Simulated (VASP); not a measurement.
# BP (sol) (I-4m2) in VASP: a series of runs, part 3 of 3

VASP 6.6.1. The steps go on from the part before.

**5. Single point, PBEsol**

The input, INCAR:

```
SYSTEM = BP
PREC = Accurate
ENCUT = 500
EDIFF = 1E-6
ISMEAR = 0
SIGMA = 0.01
LREAL = .FALSE.
LASPH = .TRUE.
NELM = 120
ALGO = Normal
ISIF = 2
LWAVE = .FALSE.
LCHARG = .FALSE.
GGA = PS
NBANDS = 11
GGA_COMPAT = .FALSE.
```

The input, KPOINTS:

```
Automatic mesh
0
G
  8 8 8
  0 0 0
```

The input, POSCAR:

```
BP
1.0
    0.0000000000      2.2827359537      2.2495436674
    2.2827359537      0.0000000000      2.2495436674
    2.2827359537      2.2827359537      0.0000000000
B P
1 1
Direct
    0.0000000000      0.0000000000      0.0000000000
    0.2500000000      0.2500000000      0.2500000000
```

Potentials or basis: VASP PAW PBE potentials, release 64 (B, P).

Command:

```sh
> cat potpaw_PBE.64/B/POTCAR potpaw_PBE.64/P/POTCAR > POTCAR
> mpirun -np 1 vasp_std > vasp.out
```

OUTCAR:

```text
SYSTEM = BP
   PREC = Accurate
   ENCUT = 500
   EDIFF = 1E-6
   ISMEAR = 0
   LREAL = .FALSE.
   LASPH = .TRUE.
   NELM = 120
   ISIF = 2
   GGA = PS

 ion  position               nearest neighbor table
   1  0.000  0.000  0.000-   2 1.97   2 1.97   2 1.97   2 1.97
   2  0.250  0.250  0.250-   1 1.97   1 1.97   1 1.97   1 1.97

  LATTYP: Found a body centered tetragonal cell.
 ALAT       =     3.2282761450
 C/A-ratio  =     1.3936500884

  Lattice vectors:

 A1 = (   0.0000000000,  -2.2827359537,  -2.2495436674)
 A2 = (   0.0000000000,   2.2827359537,  -2.2495436674)
 A3 = (   2.2827359537,   0.0000000000,   2.2495436674)

Analysis of symmetry for initial positions (statically):
=====================================================================
 Subroutine PRICEL returns:
 Original cell was already a primitive cell.

 Routine SETGRP: Setting up the symmetry group for a
 body centered tetragonal supercell.

 Subroutine GETGRP returns: Found  8 space group operations
 (whereof  8 operations were pure point group operations)
 out of a pool of 16 trial point group operations.

The static configuration has the point symmetry D_2d.

Analysis of symmetry for dynamics (positions and initial velocities):
=====================================================================
 Subroutine PRICEL returns:
 Original cell was already a primitive cell.

 Routine SETGRP: Setting up the symmetry group for a
 body centered tetragonal supercell.

 Subroutine GETGRP returns: Found  8 space group operations
 (whereof  8 operations were pure point group operations)
 out of a pool of 16 trial point group operations.

The dynamic configuration has the point symmetry D_2d.

 Subroutine INISYM returns: Found  8 space group operations
 (whereof  8 operations are pure point group operations),
 and found     1 'primitive' translations

----------------------------------------------------------------------------------------

                                     Primitive cell

  volume of cell :      23.4442

  direct lattice vectors                    reciprocal lattice vectors
     0.000000000  2.282735954  2.249543667    -0.219035408  0.219035408  0.222267301
     2.282735954  0.000000000  2.249543667     0.219035408 -0.219035408  0.222267301
     2.282735954  2.282735954  0.000000000     0.219035408  0.219035408 -0.222267301

  length of vectors
     3.204891597  3.204891597  3.228276145     0.381255522  0.381255522  0.381255522

  position of ions in fractional coordinates (direct lattice)
     0.000000000  0.000000000  0.000000000
     0.250000000  0.250000000  0.250000000

  ion indices of the primitive-cell ions
   primitive index   ion index
                 1           1
                 2           2

----------------------------------------------------------------------------------------

 KPOINTS: Automatic mesh

Automatic generation of k-mesh.
 Grid dimensions read from file:
 generate k-points for:    8    8    8

 Generating k-lattice:

  Cartesian coordinates                     Fractional coordinates (reciprocal lattice)
    -0.027379426  0.027379426  0.027783413     0.125000000  0.000000000  0.000000000
[... 21 lines left out ...]
  0.125000  0.125000  0.000000      2.000000
[... 16 lines left out ...]
  0.250000  0.000000  0.125000     16.000000
  0.375000  0.000000  0.125000     16.000000
 [... further k-points ...]
   k-points           NKPTS =     59   k-points in BZ     NKDIM =     59   number of bands    NBANDS=     11
   number of dos      NEDOS =    301   number of ions     NIONS =      2
   total plane-waves  NPLWV =  13824
   dimension x,y,z NGX =    24 NGY =   24 NGZ =   24
   dimension x,y,z NGXF=    48 NGYF=   48 NGZF=   48
   ions per type =               1   1
   NGX,Y,Z   is equivalent  to a cutoff of  12.45, 12.45, 12.36 a.u.
   NGXF,Y,Z  is equivalent  to a cutoff of  24.90, 24.90, 24.72 a.u.
 SYSTEM =  BP
   PREC   = accura    normal or accurate (medium, high low for compatibility)
   ISTART =      0    job   : 0-new  1-cont  2-samecut
   ICHARG =      2    charge: 1-file 2-atom 10-const
   ISPIN  =      1    spin polarized calculation?
   LNONCOLLINEAR =      F non collinear calculations
   LSORBIT =      F    spin-orbit coupling
   LASPH  =      T    aspherical Exc in radial PAW
   ENCUT  =  500.0 eV  36.75 Ry    6.06 a.u.   5.84  5.84  5.89*2*pi/ulx,y,z
   NELM   =    120;   NELMIN=  2; NELMDL= -5     # of ELM steps
   EDIFF  = 0.1E-05   stopping-criterion for ELM
   LREAL  =      F    real-space projection
   EDIFFG = 0.1E-04   stopping-criterion for IOM
   NSW    =      0    number of steps for IOM
   IBRION =     -1    ionic relax: 0-MD 1-quasi-New 2-CG
   NFREE  =      0    steps in history (QN), initial steepest desc. (CG)
   ISIF   =      2    stress and relaxation
   ISYM   =      2    0-nonsym 1-usesym 2-fastsym
   POTIM  = 0.5000    time-step for ionic-motion
   TEBEG  =    0.0;   TEEND  =   0.0 temperature during run
   PSTRESS=    0.0 pullay stress
   NELECT =       8.0000    total number of electrons
   NUPDOWN=      -1.0000    fix difference up-down
   EMIN   =  10.00;   EMAX   =-10.00  energy-range for DOS
   EFERMI =   0.00;   METHOD = LEGACY
   ISMEAR =     0;   SIGMA  =   0.01  broadening in eV -4-tet -1-fermi 0-gaus
   EFERMI_NEDOS =   21; number of points for ismear=-14 and -15
   IALGO  =     38    algorithm
   IMIX   =      4    mixing-type and parameters
     AMIX     =   0.40;   BMIX     =  1.00
     AMIX_MAG =   1.60;   BMIX_MAG =  1.00
  volume/ion in A,a.u.               =      11.72        79.10
  Fermi-wavevector in a.u.,A,eV,Ry     =   1.144001  2.161848 17.806451  1.308737
  Thomas-Fermi vector in A             =   2.280694
   LORBIT       =      0    0 simple, 1 ext, 2 COOP (PROOUT), +10 PAW based schemes
   GGA     = PS    functional components
   LHFCALC =     F    Hartree Fock is set to
   AEXX    =    0.0000 exact exchange contribution
   IVDW    =     0    specifies the selected vdW correction
   LEPSILON=     F    determine dielectric tensor
   LRPA    =     F    only Hartree local field effects (RPA)
 non-spin polarized calculation
 Gauss-broadening in eV      SIGMA  =   0.01
  energy-cutoff  :      500.00
  volume of cell :       23.44
 maximum number of plane-waves:       606
   NGX = 11   NGY = 11   NGZ = 11

 number of electron       8.0000000 magnetization

 Free energy of the ion-electron system (eV)
  ---------------------------------------------------
  ext. energy  EPLUGINS =         0.00000000
  ---------------------------------------------------
  free energy    TOTEN  =       -13.66615454 eV

  energy without entropy =      -13.66615454  energy(sigma->0) =      -13.66615454

 E-fermi :   7.5812     XC(G=0): -11.0311

 val. band max:        7.4598241270   @ k =   0.0000   0.0000   0.0000
 cond. band min:       8.4073387112   @ k =   0.3750   0.3750   0.0000
 fundamental gap:      0.9475145842
 Fermi energy:         7.5811962882

 k-point     1 :       0.0000    0.0000    0.0000
  band No.  band energies     occupation
      1      -8.1018      2.00000
      2       7.3192      2.00000
      3       7.3192      2.00000
      4       7.4598      2.00000
      5      10.6639      0.00000
      6      10.7457      0.00000
      7      10.7457      0.00000
      8      14.6533      0.00000
      9      18.5849      0.00000
     10      19.2831      0.00000
     11      19.6640      0.00000
[... 309 lines left out ...]
 k-point    24 :       0.3750    0.0000    0.1250
  band No.  band energies     occupation
      1      -5.9532      2.00000
      2       0.7794      2.00000
      3       4.9774      2.00000
      4       5.1164      2.00000
      5      10.8423      0.00000
      6      12.8927      0.00000
      7      13.5513      0.00000
      8      15.2061      0.00000
      9      19.6288      0.00000
     10      20.9791      0.00000
     11      21.6303      0.00000

 [... further k-points ...]

------------------------ aborting loop because EDIFF is reached ----------------------------------------

  FORCE on cell =-STRESS in cart. coord.  units (eV):
  Direction    XX          YY          ZZ          XY          YZ          ZX
  --------------------------------------------------------------------------------------
  -------------------------------------------------------------------------------------
  Total       -0.5334672     -0.5334672      0.0158444      0.0000000      0.0000000      0.0000000
  in kB      -36.4571337    -36.4571337      1.0828053      0.0000000      0.0000000      0.0000000
  external PRESSURE =     -23.9438207 kB  Pullay stress =       0.0000000 kB

 VOLUME and BASIS-vectors are now :
 -----------------------------------------------------------------------------
  energy-cutoff  :      500.00
  volume of cell :       23.44
      direct lattice vectors                 reciprocal lattice vectors
     0.000000000  2.282735954  2.249543667    -0.219035408  0.219035408  0.222267301
     2.282735954  0.000000000  2.249543667     0.219035408 -0.219035408  0.222267301
     2.282735954  2.282735954  0.000000000     0.219035408  0.219035408 -0.222267301

 POSITION                                       TOTAL-FORCE (eV/Angst)
 -----------------------------------------------------------------------------------
      0.00000      0.00000      0.00000        -0.000000     -0.000000     -0.000000
      1.14137      1.14137      1.12477         0.000000      0.000000      0.000000
 -----------------------------------------------------------------------------------
    total drift:                                0.000000      0.000000      0.000000

  FREE ENERGIE OF THE ION-ELECTRON SYSTEM (eV)
  ---------------------------------------------------
  free  energy   TOTEN  =       -13.6661545356 eV

  energy  without entropy=      -13.6661545356  energy(sigma->0) =      -13.66615454
```

OSZICAR:

```text
N       E                     dE             d eps       ncg     rms          rms(c)
DAV:   1     0.762882055831E+01    0.76288E+01   -0.38752E+03  1298   0.634E+02
DAV:   2    -0.137528929830E+02   -0.21382E+02   -0.20387E+02  1736   0.104E+02
DAV:   3    -0.143655586092E+02   -0.61267E+00   -0.61136E+00  1630   0.155E+01
DAV:   4    -0.143677902280E+02   -0.22316E-02   -0.22314E-02  1470   0.113E+00
DAV:   5    -0.143678020261E+02   -0.11798E-04   -0.11798E-04  1603   0.792E-02    0.698E+00
DAV:   6    -0.137733465605E+02    0.59446E+00   -0.12829E+00  1484   0.480E+00    0.373E+00
DAV:   7    -0.136753210479E+02    0.98026E-01   -0.23292E-01  1616   0.237E+00    0.122E+00
DAV:   8    -0.136659538712E+02    0.93672E-02   -0.25288E-02  1526   0.887E-01    0.166E-01
DAV:   9    -0.136660899985E+02   -0.13613E-03   -0.69766E-04  1451   0.179E-01    0.996E-02
DAV:  10    -0.136661502391E+02   -0.60241E-04   -0.10790E-04  1459   0.635E-02    0.211E-02
DAV:  11    -0.136661542049E+02   -0.39659E-05   -0.58054E-06  1615   0.143E-02    0.254E-02
DAV:  12    -0.136661545356E+02   -0.33067E-06   -0.20983E-06  1068   0.654E-03
   1 F= -.13666155E+02 E0= -.13666155E+02  d E =-.116241E-68
```

Run time: 9.5 s. Hardware: 1 thread of Intel Xeon 6975P-C, shared host; peak memory 0.14 GiB.

What came out:

- Free energy: -13.6662 eV
- Pressure: -2.4 GPa
- Band gap on the k mesh: 0.95 eV, indirect (least direct gap 3.20 eV)

Caveat: the PAW data sets were made with another functional, which shifts forces and pressure a little. A k mesh can miss the band edges.

**6. Single point, PBEsol**

The input, INCAR:

```
PREC     = Accurate       # precision mode
ENCUT    = 500            # plane-wave cutoff, eV
EDIFF    = 1E-6           # SCF threshold, eV
ISMEAR   = 0              # smearing method
SIGMA    = 0.01           # smearing width, eV
LREAL    = False          # projectors in reciprocal space
LASPH    = True           # aspherical terms in the spheres
NELM     = 120            # most SCF steps
ALGO     = Normal         # electronic algorithm
ISIF     = 2              # what is computed and relaxed
LWAVE    = False          # write WAVECAR
LCHARG   = False          # write CHGCAR
GGA      = PS             # functional
NBANDS   = 11             # bands
GGA_COMPAT= False
```

The input, KPOINTS:

```
Automatic mesh
0
Gamma
  8 8 8
```

POSCAR is that of step 5.

Potentials or basis: VASP PAW PBE potentials, release 64 (B, P).

Command:

```sh
> cat potpaw_PBE.64/B/POTCAR potpaw_PBE.64/P/POTCAR > POTCAR
> mpirun -np 1 vasp_std > vasp.out
```

Wall time 9.2 s (1 thread of Intel Xeon 6975P-C, shared host); peak memory 0.14 GiB.

Results (log left out):

| Quantity | Value |
| --- | --- |
| Free energy | -13.6662 eV |
| Pressure | -2.4 GPa |
| Band gap on the k mesh | 0.95 eV, indirect (least direct gap 3.20 eV) |

Stress tensor (GPa, compression positive):
```
-3.65  0.00  0.00
 0.00 -3.65  0.00
 0.00  0.00  0.11
```

Levels at points of the mesh, in eV from the valence-band top:
```csv
k point,band 1,band 2,band 3,band 4,band 5,band 6,band 7,band 8
"(0.00, 0.00, 0.00)",-15.56,-0.14,-0.14,0.00,3.20,3.29,3.29,7.19
"(0.50, 0.00, 0.00)",-12.22,-9.17,-1.95,-1.76,3.59,4.48,4.66,9.83
"(0.50, 0.50, 0.00)",-10.61,-8.59,-4.33,-4.33,1.03,1.29,11.96,11.96
"(0.50, 0.00, 0.50)",-10.75,-8.72,-4.19,-4.16,1.19,1.49,11.81,12.11
```

Caveat: the PAW data sets were made with another functional, which shifts forces and pressure a little. A k mesh can miss the band edges.

**7. Summary**

| cell | smearing | gap on the mesh (eV) | pressure (GPa) |
| --- | --- | --- | --- |
| a = 3.203, b = 3.203, c = 3.228 Å, angles 59.7, 59.7, 60.5°, 2 atoms | gaussian 0.02 eV | 0.93 | -2.2 |
| a = 3.207, b = 3.207, c = 3.228 Å, angles 59.8, 59.8, 60.4°, 2 atoms | gaussian 0.02 eV | 0.97 | -2.6 |
| a = 3.205, b = 3.205, c = 3.228 Å, angles 59.8, 59.8, 60.5°, 2 atoms | gaussian 0.02 eV | 0.95 | -2.4 |
| a = 3.205, b = 3.205, c = 3.228 Å, angles 59.8, 59.8, 60.5°, 2 atoms | gaussian 0.01 eV | 0.95 | -2.4 |

Alike in all rows: task single point; level PBEsol; potentials or basis VASP PAW PBE potentials, release 64 (B, P); no spin polarisation; k mesh 8 × 8 × 8; cutoff (eV) 500.

Caveats: the PAW data sets were made with another functional, which shifts forces and pressure a little.

Total energies depend on the potentials used, so only differences within one code and one set of settings carry meaning.
